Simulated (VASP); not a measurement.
# In2Sb (P6_3/mmc) in VASP: single point with r2SCAN

Aim: the single point of In2Sb with r2SCAN.

Program: VASP 6.6.1. These are calculated values, not measurements. Logs are shortened: lines on timing, memory, paths and dates and some standing lists are left out, and cuts for length are marked.

## Step 1: The cell of the first run

The structure is hexagonal, space group P6_3/mmc (No. 194). Conventional cell: a = 5.246 Å, b = 5.246 Å, c = 6.870 Å, α = 90.00°, β = 90.00°, γ = 120.00°. Within 4.0 Å of In (site symmetry -6m2) lie 5 Sb at 3.03 to 3.44 Å and 6 In at 3.48 Å. In (site symmetry -3m) has 8 In at 3.44 to 3.48 Å and 6 Sb at 3.48 Å within 4.5 Å. Sb (site symmetry -6m2) has 11 In at 3.03 to 3.48 Å within 4.0 Å.

## Step 2: Single point, r2SCAN

POSCAR

```
In2Sb
1.0
    5.2461164848      0.0000000000      0.0000000000
   -2.6230582424      4.5432701471      0.0000000000
    0.0000000000      0.0000000000      6.8702771397
In Sb
4 2
Direct
    0.6666666667      0.3333333333      0.2500000000
    0.3333333333      0.6666666667      0.7500000000
    0.0000000000      0.0000000000      0.5000000000
    0.0000000000      0.0000000000      0.0000000000
    0.6666666667      0.3333333333      0.7500000000
    0.3333333333      0.6666666667      0.2500000000
```

INCAR.step1

```
  PREC = Accurate
  ENCUT = 520
  ISMEAR = 0
  SIGMA = 0.15
  LREAL = F
  LASPH = T
  NELM = 80
  NBANDS = 40
  GGA = PE
  ALGO = Normal
  EDIFF = 1E-4
  LWAVE = T
  LCHARG = F
```

INCAR.step2

```
  PREC = Accurate
  ENCUT = 520
  EDIFF = 1E-6
  ISMEAR = 0
  SIGMA = 0.15
  LREAL = F
  LASPH = T
  NELM = 80
  ALGO = Normal
  ISIF = 2
  LWAVE = F
  LCHARG = T
  METAGGA = R2SCAN
  LMIXTAU = T
  LELF = T
  LVHAR = T
  NBANDS = 40
  ISTART = 1
```

KPOINTS

```
regular mesh
0
Gamma
  12 12 8
```

Potentials or basis: VASP PAW PBE potentials, release 64 (In_d, Sb).

The run is started by

```sh
> cat potpaw_PBE.64/In_d/POTCAR potpaw_PBE.64/Sb/POTCAR > POTCAR
> cp INCAR.step1 INCAR
> mpirun -np 1 vasp_std > vasp.out
> cp INCAR.step2 INCAR
> mpirun -np 1 vasp_std > vasp.out
```

OUTCAR:

```text
PREC = Accurate
   ENCUT = 520
   EDIFF = 1E-6
   ISMEAR = 0
   LREAL = F
   LASPH = T
   NELM = 80
   ISIF = 2
   METAGGA = R2SCAN
   ISTART = 1

 ion  position               nearest neighbor table
   1  0.667  0.333  0.250-   6 3.03   6 3.03   6 3.03   5 3.44   5 3.44   3 3.48   4 3.48   3 3.48
                             4 3.48   3 3.48   4 3.48
   2  0.333  0.667  0.750-   5 3.03   5 3.03   5 3.03   6 3.44   6 3.44   3 3.48   4 3.48   4 3.48
                             3 3.48   4 3.48   3 3.48
   3  0.000  0.000  0.500-   4 3.44   4 3.44   1 3.48   5 3.48   6 3.48   2 3.48   1 3.48   5 3.48
                             2 3.48   6 3.48   1 3.48   5 3.48   2 3.48   6 3.48
   4  0.000  0.000  0.000-   3 3.44   3 3.44   1 3.48   5 3.48   6 3.48   2 3.48   1 3.48   5 3.48
                             2 3.48   6 3.48   1 3.48   5 3.48   2 3.48   6 3.48
   5  0.667  0.333  0.750-   2 3.03   2 3.03   2 3.03   1 3.44   1 3.44   3 3.48   4 3.48   3 3.48
                             4 3.48   3 3.48   4 3.48
   6  0.333  0.667  0.250-   1 3.03   1 3.03   1 3.03   2 3.44   2 3.44   3 3.48   4 3.48   4 3.48
                             3 3.48   4 3.48   3 3.48

  LATTYP: Found a hexagonal cell.
 ALAT       =     5.2461164848
 C/A-ratio  =     1.3095929455

  Lattice vectors:

 A1 = (   5.2461164848,   0.0000000000,   0.0000000000)
 A2 = (  -2.6230582424,   4.5432701471,   0.0000000000)
 A3 = (   0.0000000000,   0.0000000000,   6.8702771397)

Analysis of symmetry for initial positions (statically):
=====================================================================
 Subroutine PRICEL returns:
 Original cell was already a primitive cell.

 Routine SETGRP: Setting up the symmetry group for a
 hexagonal supercell.

 Subroutine GETGRP returns: Found 24 space group operations
 (whereof 12 operations were pure point group operations)
 out of a pool of 24 trial point group operations.

The static configuration has the point symmetry D_3d.
 The point group associated with its full space group is D_6h.

Analysis of symmetry for dynamics (positions and initial velocities):
=====================================================================
 Subroutine PRICEL returns:
 Original cell was already a primitive cell.

 Routine SETGRP: Setting up the symmetry group for a
 hexagonal supercell.

 Subroutine GETGRP returns: Found 24 space group operations
 (whereof 12 operations were pure point group operations)
 out of a pool of 24 trial point group operations.

The dynamic configuration has the point symmetry D_3d.
 The point group associated with its full space group is D_6h.

 Subroutine INISYM returns: Found 24 space group operations
 (whereof 12 operations are pure point group operations),
 and found     1 'primitive' translations

----------------------------------------------------------------------------------------

                                     Primitive cell

  volume of cell :     163.7498

  direct lattice vectors                    reciprocal lattice vectors
     5.246116485  0.000000000  0.000000000     0.190617193  0.110052888  0.000000000
    -2.623058242  4.543270147  0.000000000     0.000000000  0.220105776  0.000000000
     0.000000000  0.000000000  6.870277140     0.000000000  0.000000000  0.145554536

  length of vectors
     5.246116485  5.246116485  6.870277140     0.220105776  0.220105776  0.145554536

  position of ions in fractional coordinates (direct lattice)
     0.666666667  0.333333333  0.250000000
     0.333333333  0.666666667  0.750000000
     0.000000000  0.000000000  0.500000000
     0.000000000  0.000000000  0.000000000
     0.666666667  0.333333333  0.750000000
     0.333333333  0.666666667  0.250000000

  ion indices of the primitive-cell ions
   primitive index   ion index
                 1           1
                 2           2
                 3           3
                 4           4
                 5           5
                 6           6

----------------------------------------------------------------------------------------

 KPOINTS: regular mesh

Automatic generation of k-mesh.
 Grid dimensions read from file:
 generate k-points for:   12   12    8

 Generating k-lattice:

  Cartesian coordinates                     Fractional coordinates (reciprocal lattice)
     0.015884766  0.009171074  0.000000000     0.083333333  0.000000000  0.000000000
     0.000000000  0.018342148  0.000000000     0.000000000  0.083333333  0.000000000
     0.000000000  0.000000000  0.018194317     0.000000000  0.000000000  0.125000000

  Length of vectors
     0.018342148  0.018342148  0.018194317

  Shift w.r.t. Gamma in fractional coordinates (k-lattice)
     0.000000000  0.000000000  0.000000000

 Subroutine IBZKPT returns following result:
 ===========================================

 Found     95 irreducible k-points:

 Following reciprocal coordinates:
            Coordinates               Weight
  0.000000  0.000000  0.000000      1.000000
  0.083333 -0.000000  0.000000      6.000000
  0.166667  0.000000  0.000000      6.000000
  0.250000  0.000000  0.000000      6.000000
  0.333333 -0.000000  0.000000      6.000000
  0.416667  0.000000  0.000000      6.000000
[... 16 lines left out ...]
  0.250000  0.000000  0.125000     12.000000
  0.333333 -0.000000  0.125000     12.000000
 [... further k-points ...]
   k-points           NKPTS =     95   k-points in BZ     NKDIM =     95   number of bands    NBANDS=     40
   number of dos      NEDOS =    301   number of ions     NIONS =      6
   total plane-waves  NPLWV =  86400
   dimension x,y,z NGX =    40 NGY =   40 NGZ =   54
   dimension x,y,z NGXF=    80 NGYF=   80 NGZF=  108
   ions per type =               4   2
   NGX,Y,Z   is equivalent  to a cutoff of  12.68, 12.68, 13.07 a.u.
   NGXF,Y,Z  is equivalent  to a cutoff of  25.35, 25.35, 26.13 a.u.
 SYSTEM =  unknown system
   PREC   = accura    normal or accurate (medium, high low for compatibility)
   ISTART =      1    job   : 0-new  1-cont  2-samecut
   ICHARG =      0    charge: 1-file 2-atom 10-const
   ISPIN  =      1    spin polarized calculation?
   LNONCOLLINEAR =      F non collinear calculations
   LSORBIT =      F    spin-orbit coupling
   LASPH  =      T    aspherical Exc in radial PAW
   ENCUT  =  520.0 eV  38.22 Ry    6.18 a.u.   9.75  9.75 12.77*2*pi/ulx,y,z
   NELM   =     80;   NELMIN=  2; NELMDL=  0     # of ELM steps
   EDIFF  = 0.1E-05   stopping-criterion for ELM
   LREAL  =      F    real-space projection
   EDIFFG = 0.1E-04   stopping-criterion for IOM
   NSW    =      0    number of steps for IOM
   IBRION =     -1    ionic relax: 0-MD 1-quasi-New 2-CG
   NFREE  =      0    steps in history (QN), initial steepest desc. (CG)
   ISIF   =      2    stress and relaxation
   ISYM   =      2    0-nonsym 1-usesym 2-fastsym
   POTIM  = 0.5000    time-step for ionic-motion
   TEBEG  =    0.0;   TEEND  =   0.0 temperature during run
   PSTRESS=    0.0 pullay stress
   NELECT =      62.0000    total number of electrons
   NUPDOWN=      -1.0000    fix difference up-down
   EMIN   =  10.00;   EMAX   =-10.00  energy-range for DOS
   EFERMI =   0.00;   METHOD = LEGACY
   ISMEAR =     0;   SIGMA  =   0.15  broadening in eV -4-tet -1-fermi 0-gaus
   EFERMI_NEDOS =   21; number of points for ismear=-14 and -15
   IALGO  =     38    algorithm
   IMIX   =      4    mixing-type and parameters
     AMIX     =   0.40;   BMIX     =  1.00
     AMIX_MAG =   1.60;   BMIX_MAG =  1.00
  volume/ion in A,a.u.               =      27.29       184.17
  Fermi-wavevector in a.u.,A,eV,Ry     =   1.184346  2.238089 19.084548  1.402675
  Thomas-Fermi vector in A             =   2.320562
   LORBIT       =      0    0 simple, 1 ext, 2 COOP (PROOUT), +10 PAW based schemes
   METAGGA = R2SCAN    functional components
   LHFCALC =     F    Hartree Fock is set to
   AEXX    =    0.0000 exact exchange contribution
   IVDW    =     0    specifies the selected vdW correction
   LEPSILON=     F    determine dielectric tensor
   LRPA    =     F    only Hartree local field effects (RPA)
 non-spin polarized calculation
 Gauss-broadening in eV      SIGMA  =   0.15
  energy-cutoff  :      520.00
  volume of cell :      163.75
 maximum number of plane-waves:      4442
 NGX is ok and might be reduce to    40
   NGX = 19   NGY = 19   NGZ = 25

 number of electron      61.9999992 magnetization

 Free energy of the ion-electron system (eV)
  ---------------------------------------------------
  ext. energy  EPLUGINS =         0.00000000
  ---------------------------------------------------
  free energy    TOTEN  =      -141.52811668 eV

  energy without entropy =     -141.49391984  energy(sigma->0) =     -141.51101826

 E-fermi :   7.5669     XC(G=0): -10.7115

 val. band max:        7.5566950934   @ k =   0.0833  -0.0000   0.5000
 cond. band min:       7.5750582747   @ k =   0.2500   0.2500   0.3750
 fundamental gap:      0.0183631813
 Fermi energy:         7.5668717556

 k-point     1 :       0.0000    0.0000    0.0000
  band No.  band energies     occupation
      1      -7.9433      2.00000
      2      -7.9433      2.00000
      3      -7.9089      2.00000
      4      -7.9055      2.00000
      5      -7.9055      2.00000
      6      -7.8639      2.00000
[... 32 lines left out ...]
     39       9.9198      0.00000
     40      10.5224      0.00000

 k-point     2 :       0.0833   -0.0000    0.0000
  band No.  band energies     occupation
      1      -7.9459      2.00000
      2      -7.9401      2.00000
      3      -7.9076      2.00000
      4      -7.9031      2.00000
      5      -7.9006      2.00000
      6      -7.8575      2.00000
[... 32 lines left out ...]
     39      10.4725      0.00000
     40      10.5291      0.00000

 k-point     3 :       0.1667    0.0000    0.0000
  band No.  band energies     occupation
      1      -7.9496      2.00000
      2      -7.9312      2.00000
      3      -7.9042      2.00000
      4      -7.8964      2.00000
      5      -7.8863      2.00000
      6      -7.8507      2.00000
[... 32 lines left out ...]
     39      10.9105      0.00000
     40      11.5345      0.00000

 k-point     4 :       0.2500    0.0000    0.0000
  band No.  band energies     occupation
      1      -7.9498      2.00000
      2      -7.9195      2.00000
      3      -7.8997      2.00000
      4      -7.8864      2.00000
      5      -7.8636      2.00000
      6      -7.8594      2.00000
[... 32 lines left out ...]
     39      11.6477      0.00000
     40      12.6753      0.00000
[... 772 lines left out ...]
     39      10.8074      0.00000
     40      11.8707      0.00000

 k-point    23 :       0.2500    0.0000    0.1250
  band No.  band energies     occupation
      1      -7.9455      2.00000
      2      -7.9178      2.00000
      3      -7.8928      2.00000
      4      -7.8847      2.00000
      5      -7.8643      2.00000
      6      -7.8594      2.00000
[... 32 lines left out ...]
     39      11.5354      0.00000
     40      12.7572      0.00000

 k-point    24 :       0.3333   -0.0000    0.1250
  band No.  band energies     occupation
      1      -7.9433      2.00000
      2      -7.9089      2.00000
      3      -7.8871      2.00000
      4      -7.8759      2.00000
      5      -7.8641      2.00000
      6      -7.8331      2.00000
[... 32 lines left out ...]
     39      12.4335      0.00000
     40      12.5893      0.00000

 [... further k-points ...]

------------------------ aborting loop because EDIFF is reached ----------------------------------------

  FORCE on cell =-STRESS in cart. coord.  units (eV):
  Direction    XX          YY          ZZ          XY          YZ          ZX
  --------------------------------------------------------------------------------------
  -------------------------------------------------------------------------------------
  Total        2.0564487      2.0564487     -1.5857916      0.0000000      0.0000000     -0.0000000
  in kB       20.1209143     20.1209143    -15.5158635      0.0000000      0.0000000     -0.0000000
  external PRESSURE =       8.2419883 kB  Pullay stress =       0.0000000 kB

 VOLUME and BASIS-vectors are now :
 -----------------------------------------------------------------------------
  energy-cutoff  :      520.00
  volume of cell :      163.75
      direct lattice vectors                 reciprocal lattice vectors
     5.246116485  0.000000000  0.000000000     0.190617193  0.110052888  0.000000000
    -2.623058242  4.543270147  0.000000000     0.000000000  0.220105776  0.000000000
     0.000000000  0.000000000  6.870277140     0.000000000  0.000000000  0.145554536

 POSITION                                       TOTAL-FORCE (eV/Angst)
 -----------------------------------------------------------------------------------
      2.62306      1.51442      1.71757         0.000000     -0.000000      0.000000
     -0.00000      3.02885      5.15271        -0.000000      0.000000      0.000000
      0.00000      0.00000      3.43514        -0.000000      0.000000      0.000000
      0.00000      0.00000      0.00000        -0.000000      0.000000      0.000000
      2.62306      1.51442      5.15271         0.000000     -0.000000      0.000000
     -0.00000      3.02885      1.71757        -0.000000      0.000000      0.000000
 -----------------------------------------------------------------------------------
    total drift:                                0.000000     -0.000000      0.000000

  FREE ENERGIE OF THE ION-ELECTRON SYSTEM (eV)
  ---------------------------------------------------
  free  energy   TOTEN  =      -141.5281166822 eV

  energy  without entropy=     -141.4939198390  energy(sigma->0) =     -141.51101826
```

Run time: 61 min. Hardware: 1 thread of Oxide Virtual Turin-like, shared host; peak memory 0.61 GiB.

Results:

| Item | Value |
| --- | --- |
| Free energy | -141.5281 eV |
| Pressure | 0.8 GPa |
| Band gap on the k mesh | zero (bands 31 and 32 overlap by 2.03 eV) |

Levels at points of the mesh, in eV from the Fermi level:
| k point | band 28 | band 29 | band 30 | band 31 | band 32 | band 33 | band 34 | band 35 |
| --- | --- | --- | --- | --- | --- | --- | --- | --- |
| (0.00, 0.00, 0.00) | -2.03 | -2.03 | -1.27 | -0.64 | -0.55 | -0.55 | 0.27 | 0.80 |
| (0.50, 0.00, 0.00) | -4.01 | -2.20 | -1.69 | -1.24 | 1.26 | 1.97 | 2.90 | 3.83 |
| (0.00, 0.00, 0.50) | -2.22 | -2.22 | -2.22 | -1.35 | -1.35 | -0.27 | -0.27 | -0.27 |
| (0.50, 0.00, 0.50) | -3.55 | -1.19 | -1.19 | 0.17 | 0.17 | 2.55 | 2.55 | 3.24 |

Caveat: the PAW data sets were made with another functional, which shifts forces and pressure a little; spin-orbit coupling is left out, which moves the levels of the heavy elements.
